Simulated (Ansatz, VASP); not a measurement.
**One calculation of Ge, two programs**

POSCAR

```
Ge
1.0
    0.0000000000      2.9097104296      2.9097104296
    2.9097104296      0.0000000000      2.9097104296
    2.9097104296      2.9097104296      0.0000000000
Ge
2
Direct
    0.5000000000      0.5000000000      0.5000000000
    0.7500000000      0.7500000000      0.7500000000
```

INCAR.step1

```
PREC     = Accurate       # precision mode
ENCUT    = 520            # plane-wave cutoff, eV
ISMEAR   = -1             # smearing method
SIGMA    = 0.05           # smearing width, eV
LREAL    = False          # projectors in reciprocal space
LASPH    = True           # aspherical terms in the spheres
NELM     = 80             # most SCF steps
NBANDS   = 21             # bands
GGA      = PE             # functional
ALGO     = Normal         # electronic algorithm
EDIFF    = 1E-4           # SCF threshold, eV
LWAVE    = True           # write WAVECAR
LCHARG   = False          # write CHGCAR
```

Contents of INCAR.step2:

```
PREC     = Accurate       # precision mode
ENCUT    = 520            # plane-wave cutoff, eV
EDIFF    = 1E-6           # SCF threshold, eV
ISMEAR   = -1             # smearing method
SIGMA    = 0.05           # smearing width, eV
LREAL    = False          # projectors in reciprocal space
LASPH    = True           # aspherical terms in the spheres
NELM     = 80             # most SCF steps
ALGO     = Normal         # electronic algorithm
ISIF     = 2              # what is computed and relaxed
LWAVE    = False          # write WAVECAR
LCHARG   = False          # write CHGCAR
METAGGA  = R2SCAN         # meta-GGA
LMIXTAU  = True         
NBANDS   = 21             # bands
ISTART   = 1
```

Contents of KPOINTS:

```
Automatic mesh
0
Gamma
  9 9 9
```

Input for Ansatz:

```yaml
crystal:
  lattice:
    - [0.0, 2.9097104296, 2.9097104296]
    - [2.9097104296, 0.0, 2.9097104296]
    - [2.9097104296, 2.9097104296, 0.0]
  atoms:
    - { symbol: Ge, position: [0.5, 0.5, 0.5] }
    - { symbol: Ge, position: [0.75, 0.75, 0.75] }
hamiltonian:
  xc: r2scan
  pseudopotentials:
    kind: paw
    azcp:
      Ge: "pseudopotentials/Ge.paw.azcp"
basis:
  ecutwfc: 500
  fft_grid_basis: typed
kpoints:
  mp_grid: { grid: [9, 9, 9], shift: [0, 0, 0] }
magnetization:
  spin_polarized: false
scf:
  occupations: { method: fermi_dirac, width: 0.05 }
output:
  stress: true
```

Alike in both runs: task single point; functional r2SCAN; k mesh 9 × 9 × 9; occupations fermi-dirac, width 0.05 eV; no spin polarisation.

```csv
,VASP,Ansatz
version,VASP 6.6.1,Ansatz 0.2.0
potentials or method,"VASP PAW PBE potentials, release 64 (Ge_d), cutoff 520 eV","plane waves (500 eV) with PAW, scalar-relativistic"
valence electrons in the cell,28,28
```

|  | VASP | Ansatz | Ansatz less VASP |
| --- | --- | --- | --- |
| pressure (GPa) | -4.4 | -4.4 | -0.02 |

VASP's potentials were made for PBE, not for r2SCAN. With one functional, cell and mesh, what is left measures potentials, basis and numerics.
